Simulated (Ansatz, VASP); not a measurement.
# BN in VASP and in Ansatz

File POSCAR:

```
BN
1.0
    2.5479975850      0.0000000000      0.0000000000
   -1.2739987925      2.2066306374      0.0000000000
    0.0000000000      0.0000000000      8.3753605970
B N
4 4
Direct
    0.0000000000      0.0000000000      0.0003894312
    0.3333333333      0.6666666667      0.2496892035
    0.0000000000      0.0000000000      0.5003894312
    0.6666666667      0.3333333333      0.7496892035
    0.0000000000      0.0000000000      0.1869898385
    0.3333333333      0.6666666667      0.4379315267
    0.0000000000      0.0000000000      0.6869898385
    0.6666666667      0.3333333333      0.9379315267
```

The input INCAR.step1:

```
SYSTEM = BN
PREC = Accurate
ENCUT = 520
ISMEAR = 0
SIGMA = 0.01
LREAL = .FALSE.
LASPH = .TRUE.
NELM = 60
NBANDS = 26
GGA = PE
ALGO = Normal
EDIFF = 1E-4
LWAVE = .TRUE.
LCHARG = .FALSE.
```

The input INCAR.step2:

```
SYSTEM = BN
PREC = Accurate
ENCUT = 520
EDIFF = 1E-6
ISMEAR = 0
SIGMA = 0.01
LREAL = .FALSE.
LASPH = .TRUE.
NELM = 60
ALGO = Normal
ISIF = 2
LWAVE = .FALSE.
LCHARG = .FALSE.
METAGGA = R2SCAN
LMIXTAU = .TRUE.
NBANDS = 26
ISTART = 1
```

The input KPOINTS:

```
Automatic mesh
0
G
  9 9 4
  0 0 0
```

Input for Ansatz:

```yaml
crystal:
  lattice:
    - [2.547997585, 0.0, 0.0]
    - [-1.2739987925, 2.2066306374, 0.0]
    - [0.0, 0.0, 8.375360597]
  atoms:
    - { symbol: B, position: [0.0, 0.0, 0.0003894312] }
    - { symbol: B, position: [0.3333333333, 0.6666666667, 0.2496892035] }
    - { symbol: B, position: [0.0, 0.0, 0.5003894312] }
    - { symbol: B, position: [0.6666666667, 0.3333333333, 0.7496892035] }
    - { symbol: "N", position: [0.0, 0.0, 0.1869898385] }
    - { symbol: "N", position: [0.3333333333, 0.6666666667, 0.4379315267] }
    - { symbol: "N", position: [0.0, 0.0, 0.6869898385] }
    - { symbol: "N", position: [0.6666666667, 0.3333333333, 0.9379315267] }
kpoints:
  mp_grid: { grid: [9, 9, 4] }
hamiltonian:
  xc: r2scan
scf:
  occupations: { method: fixed }
  n_extra_bands: 6
output:
  forces: true
  stress: true
  eigenvalues: true
```

Alike in both runs: task single point; functional r2SCAN; k mesh 9 × 9 × 4; no spin polarisation.

|  | VASP | Ansatz |
| --- | --- | --- |
| version | VASP 6.6.1 | Ansatz 0.2.0 |
| potentials or method | VASP PAW PBE potentials, release 64 (B, N) | plane waves, PAW |
| plane-wave cutoff (eV) | 520 | 500 |
| occupations | gaussian, width 0.01 eV | fixed |
| valence electrons in the cell | 32 | 32 |

```tsv
	VASP	Ansatz	Ansatz less VASP
gap on the k mesh at the Fermi level (eV)	6.18	6.20	+0.019
pressure (GPa)	1.1	0.0	-1.10
```

VASP's potentials were made for PBE, not for r2SCAN.
